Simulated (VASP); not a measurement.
Set up this calculation in VASP 6.6.1, as the native input.

```
Task                   : single point
Functional             : LDA
Potentials or basis    : VASP PAW LDA potentials, release 64 (Rb_sv, Ca_sv, Br)
Cutoff                 : 520 eV
k mesh                 : 4 × 4 × 4
Occupations            : gaussian, width 0.05 eV
Spin                   : no spin polarisation
Dipole correction      : no
Further INCAR settings : ALGO = Normal; EDIFF = 1e-06; NBANDS = 28
```

The structure of RbCaBr3 lies in POSCAR:

```
RbCaBr3
1.0
    5.9087907000      0.0000000000      0.0000000000
    0.0000000000      5.9087907000      0.0000000000
    0.0000000000      0.0000000000      5.5645893000
Rb Ca Br
1 1 3
Direct
    0.5000000000      0.5000000000      0.5000000000
    0.0000000000      0.0000000000      0.0000000000
    0.5000000000      0.0000000000      0.0000000000
    0.0000000000      0.5000000000      0.0000000000
    0.0000000000      0.0000000000      0.5000000000
```

This cell differs from its parent crystal: strain +0.030 along x and y, -0.030 along z.

These files were run (other wordings do the same):

INCAR

```
SYSTEM = RbCaBr3
PREC = Accurate ; ENCUT = 520
EDIFF = 1E-6 ; ISMEAR = 0
SIGMA = 0.05 ; LREAL = .FALSE.
LASPH = .TRUE. ; NELM = 100
ALGO = Normal ; ISIF = 2
LWAVE = .FALSE. ; LCHARG = .FALSE.
NBANDS = 28
```

KPOINTS

```
regular mesh
0
G
  4 4 4
  0 0 0
```

Potentials or basis: VASP PAW LDA potentials, release 64 (Rb_sv, Ca_sv, Br).

Command:

```bash
$ cat potpaw_LDA.64/Rb_sv/POTCAR potpaw_LDA.64/Ca_sv/POTCAR potpaw_LDA.64/Br/POTCAR > POTCAR
$ mpirun -np 1 vasp_std > vasp.out
```

Results of the run:

```json
{
  "Pressure": "-2.6 GPa",
  "Band gap on the k mesh": "3.61 eV, indirect (least direct gap 3.91 eV)"
}
```

Caveat: the cell differs from its parent crystal (strain +0.030 along x and y, -0.030 along z).

Run time: 45 s on 1 thread of Intel(R) Xeon(R) 6975P-C (Granite Rapids), on a shared host, peak memory 0.3 GiB.
